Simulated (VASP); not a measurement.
# Nb (I4_1/amd) in VASP: single point with r2SCAN

Aim: the single point of Nb with r2SCAN.

Program: VASP 6.6.1. These are calculated values, not measurements. Logs are shortened: lines on timing, memory, paths and dates and some standing lists are left out, and cuts for length are marked.

## Step 1: The cell of the first run

The structure is tetragonal, space group I4_1/amd (No. 141). The conventional cell has a = 5.181 Å, b = 5.181 Å, c = 2.831 Å, α = 90.00°, β = 90.00°, γ = 90.00°. Within 3.5 Å of Nb (site symmetry -4m2) lie 10 Nb at 2.69 to 3.35 Å.

## Step 2: Single point, r2SCAN

Contents of POSCAR:

```
Nb
1.0
   -2.5905699731      2.5905699731      1.4153440661
    2.5905699731     -2.5905699731      1.4153440661
    2.5905699731      2.5905699731     -1.4153440661
Nb
2
Direct
    0.0000000000      0.0000000000      0.0000000000
    0.7500000000      0.2500000000      0.5000000000
```

Contents of INCAR.step1:

```
PREC = Accurate
ENCUT = 520
ISMEAR = 0
SIGMA = 0.1
LREAL = F
LASPH = T
NELM = 60
NBANDS = 20
GGA = PE
ALGO = Normal
EDIFF = 1E-4
LWAVE = T
LCHARG = F
```

Contents of INCAR.step2:

```
PREC = Accurate
ENCUT = 520
EDIFF = 1E-7
ISMEAR = 0
SIGMA = 0.1
LREAL = F
LASPH = T
NELM = 60
ALGO = Normal
ISIF = 2
LWAVE = F
LCHARG = F
METAGGA = R2SCAN
LMIXTAU = T
NBANDS = 20
ISTART = 1
```

Contents of KPOINTS:

```
regular mesh
0
Gamma
  22 22 22
```

Potentials or basis: VASP PAW PBE potentials, release 64 (Nb_sv).

Started as:

```
> cat potpaw_PBE.64/Nb_sv/POTCAR > POTCAR
> cp INCAR.step1 INCAR
> mpirun -np 1 vasp_std > vasp.out
> cp INCAR.step2 INCAR
> mpirun -np 1 vasp_std > vasp.out
```

OUTCAR:

```text
PREC = Accurate
   ENCUT = 520
   EDIFF = 1E-7
   ISMEAR = 0
   LREAL = F
   LASPH = T
   NELM = 60
   ISIF = 2
   METAGGA = R2SCAN
   ISTART = 1

 ion  position               nearest neighbor table
   1  0.000  0.000  0.000-   2 2.69   2 2.69   2 2.69   2 2.69
   2  0.750  0.250  0.500-   1 2.69   1 2.69   1 2.69   1 2.69

  LATTYP: Found a body centered tetragonal cell.
 ALAT       =     5.1811399462
 C/A-ratio  =     0.5463446580

  Lattice vectors:

 A1 = (  -2.5905699731,   2.5905699731,   1.4153440661)
 A2 = (   2.5905699731,  -2.5905699731,   1.4153440661)
 A3 = (   2.5905699731,   2.5905699731,  -1.4153440661)

Analysis of symmetry for initial positions (statically):
=====================================================================
 Subroutine PRICEL returns:
 Original cell was already a primitive cell.

 Routine SETGRP: Setting up the symmetry group for a
 body centered tetragonal supercell.

 Subroutine GETGRP returns: Found 16 space group operations
 (whereof  8 operations were pure point group operations)
 out of a pool of 16 trial point group operations.

The static configuration has the point symmetry D_2d.
 The point group associated with its full space group is D_4h.

Analysis of symmetry for dynamics (positions and initial velocities):
=====================================================================
 Subroutine PRICEL returns:
 Original cell was already a primitive cell.

 Routine SETGRP: Setting up the symmetry group for a
 body centered tetragonal supercell.

 Subroutine GETGRP returns: Found 16 space group operations
 (whereof  8 operations were pure point group operations)
 out of a pool of 16 trial point group operations.

The dynamic configuration has the point symmetry D_2d.
 The point group associated with its full space group is D_4h.

 Subroutine INISYM returns: Found 16 space group operations
 (whereof  8 operations are pure point group operations),
 and found     1 'primitive' translations

----------------------------------------------------------------------------------------

                                     Primitive cell

  volume of cell :      37.9938

  direct lattice vectors                    reciprocal lattice vectors
    -2.590569973  2.590569973  1.415344066     0.000000000  0.193007718  0.353270990
     2.590569973 -2.590569973  1.415344066     0.193007718  0.000000000  0.353270990
     2.590569973  2.590569973 -1.415344066     0.193007718  0.193007718  0.000000000

  length of vectors
[... 81 lines left out ...]
   NELM   =     60;   NELMIN=  2; NELMDL=  0     # of ELM steps
   EDIFF  = 0.1E-06   stopping-criterion for ELM
   LREAL  =      F    real-space projection
   EDIFFG = 0.1E-05   stopping-criterion for IOM
   NSW    =      0    number of steps for IOM
   IBRION =     -1    ionic relax: 0-MD 1-quasi-New 2-CG
   NFREE  =      0    steps in history (QN), initial steepest desc. (CG)
   ISIF   =      2    stress and relaxation
   ISYM   =      2    0-nonsym 1-usesym 2-fastsym
   POTIM  = 0.5000    time-step for ionic-motion
   TEBEG  =    0.0;   TEEND  =   0.0 temperature during run
   PSTRESS=    0.0 pullay stress
   NELECT =      26.0000    total number of electrons
   NUPDOWN=      -1.0000    fix difference up-down
   EMIN   =  10.00;   EMAX   =-10.00  energy-range for DOS
   EFERMI =   0.00;   METHOD = LEGACY
   ISMEAR =     0;   SIGMA  =   0.10  broadening in eV -4-tet -1-fermi 0-gaus
   EFERMI_NEDOS =   21; number of points for ismear=-14 and -15
   IALGO  =     38    algorithm
   IMIX   =      4    mixing-type and parameters
     AMIX     =   0.40;   BMIX     =  1.00
     AMIX_MAG =   1.60;   BMIX_MAG =  1.00
  volume/ion in A,a.u.               =      19.00       128.20
  Fermi-wavevector in a.u.,A,eV,Ry     =   1.442652  2.726218 28.317073  2.081246
  Thomas-Fermi vector in A             =   2.561148
   LORBIT       =      0    0 simple, 1 ext, 2 COOP (PROOUT), +10 PAW based schemes
   METAGGA = R2SCAN    functional components
   LHFCALC =     F    Hartree Fock is set to
   AEXX    =    0.0000 exact exchange contribution
   IVDW    =     0    specifies the selected vdW correction
   LEPSILON=     F    determine dielectric tensor
   LRPA    =     F    only Hartree local field effects (RPA)
 non-spin polarized calculation
 Gauss-broadening in eV      SIGMA  =   0.10
  energy-cutoff  :      520.00
  volume of cell :       37.99
 maximum number of plane-waves:      1043
 NGX is ok and might be reduce to    30
   NGX = 15   NGY = 15   NGZ = 15

 number of electron      25.9999999 magnetization

 Free energy of the ion-electron system (eV)
  ---------------------------------------------------
  ext. energy  EPLUGINS =         0.00000000
  ---------------------------------------------------
  free energy    TOTEN  =       -48.50074435 eV

  energy without entropy =      -48.49054639  energy(sigma->0) =      -48.49564537

 E-fermi :  10.7809     XC(G=0): -13.2167

 val. band max:       10.7806676373   @ k =  -0.2273  -0.4545   0.0455
 cond. band min:      10.7819087738   @ k =  -0.2273   0.4091   0.1364
 fundamental gap:      0.0012411365
 Fermi energy:        10.7809169408

 k-point     1 :       0.0000    0.0000    0.0000
  band No.  band energies     occupation
      1     -45.8484      2.00000
      2     -45.3653      2.00000
      3     -21.7168      2.00000
      4     -21.7168      2.00000
      5     -20.4100      2.00000
      6     -20.3912      2.00000
[... 541 lines left out ...]
     19      16.2391      0.00000
     20      20.2831      0.00000

 [... further k-points ...]

------------------------ aborting loop because EDIFF is reached ----------------------------------------

  FORCE on cell =-STRESS in cart. coord.  units (eV):
  Direction    XX          YY          ZZ          XY          YZ          ZX
  --------------------------------------------------------------------------------------
  -------------------------------------------------------------------------------------
  Total       -0.0110721     -0.0110721     -0.0503065      0.0000000      0.0000000      0.0000000
  in kB       -0.4669053     -0.4669053     -2.1213980      0.0000000      0.0000000      0.0000000
  external PRESSURE =      -1.0184028 kB  Pullay stress =       0.0000000 kB

 VOLUME and BASIS-vectors are now :
 -----------------------------------------------------------------------------
  energy-cutoff  :      520.00
  volume of cell :       37.99
      direct lattice vectors                 reciprocal lattice vectors
    -2.590569973  2.590569973  1.415344066     0.000000000  0.193007718  0.353270990
     2.590569973 -2.590569973  1.415344066     0.193007718  0.000000000  0.353270990
     2.590569973  2.590569973 -1.415344066     0.193007718  0.193007718  0.000000000

 POSITION                                       TOTAL-FORCE (eV/Angst)
 -----------------------------------------------------------------------------------
      0.00000      0.00000      0.00000        -0.000000      0.000000      0.000000
      0.00000      2.59057      0.70767         0.000000     -0.000000     -0.000000
 -----------------------------------------------------------------------------------
    total drift:                                0.000000     -0.000000      0.000000

  FREE ENERGIE OF THE ION-ELECTRON SYSTEM (eV)
  ---------------------------------------------------
  free  energy   TOTEN  =       -48.5007443519 eV

  energy  without entropy=      -48.4905463864  energy(sigma->0) =      -48.49564537
```

OUTCAR.step1:

```text
PREC = Accurate
   ENCUT = 520
   ISMEAR = 0
   LREAL = F
   LASPH = T
[... 776 lines left out ...]
 -----------------------------------------------------------------------------------
      0.00000      0.00000      0.00000         0.000000     -0.000000     -0.000000
      0.00000      2.59057      0.70767        -0.000000      0.000000      0.000000
 -----------------------------------------------------------------------------------
    total drift:                                0.000000     -0.000000      0.000000

  FREE ENERGIE OF THE ION-ELECTRON SYSTEM (eV)
  ---------------------------------------------------
  free  energy   TOTEN  =       -19.2333566610 eV

  energy  without entropy=      -19.2214460814  energy(sigma->0) =      -19.22740137
```

OSZICAR.step1:

```text
N       E                     dE             d eps       ncg     rms          rms(c)
DAV:   1     0.301759937113E+03    0.30176E+03   -0.14679E+04 33360   0.136E+03
DAV:   2     0.799722740740E+00   -0.30096E+03   -0.29341E+03 37520   0.529E+02
DAV:   3    -0.189822331348E+02   -0.19782E+02   -0.19006E+02 63260   0.104E+02
DAV:   4    -0.198191110172E+02   -0.83688E+00   -0.82511E+00 45288   0.179E+01
DAV:   5    -0.198650254656E+02   -0.45914E-01   -0.45852E-01 55564   0.404E+00    0.963E+00
DAV:   6    -0.192625093697E+02    0.60252E+00   -0.12853E+00 47432   0.105E+01    0.353E+00
DAV:   7    -0.192197460658E+02    0.42763E-01   -0.46394E-01 61044   0.583E+00    0.139E+00
DAV:   8    -0.192340984354E+02   -0.14352E-01   -0.44125E-02 43808   0.210E+00    0.273E-01
DAV:   9    -0.192333927397E+02    0.70570E-03   -0.55162E-03 53108   0.657E-01    0.582E-02
DAV:  10    -0.192333566610E+02    0.36079E-04   -0.14423E-04 26400   0.162E-01
   1 F= -.19233357E+02 E0= -.19227401E+02  d E =-.119106E-01
```

Wall time 61 min (1 thread of Oxide Virtual Turin-like, shared host); peak memory 0.55 GiB.

Results:

| Quantity | Value |
| --- | --- |
| Free energy | -48.5007 eV |
| Pressure | -0.1 GPa |
| Band gap on the k mesh | zero (bands 13 and 14 overlap by 1.31 eV) |

Levels at points of the mesh, in eV from the Fermi level:
```csv
k point,band 11,band 12,band 13,band 14,band 15,band 16
"(0.00, 0.00, 0.00)",-2.74,-2.10,-1.31,2.69,2.69,2.75
"(0.50, 0.00, 0.00)",-2.13,-1.39,0.65,1.01,1.06,2.81
"(0.50, 0.50, 0.00)",-1.79,-1.79,-0.27,-0.27,1.87,1.87
"(0.50, 0.50, 0.50)",-1.27,-1.27,0.51,0.51,2.17,2.17
```

Caveat: the PAW data sets were made with another functional, which shifts forces and pressure a little.
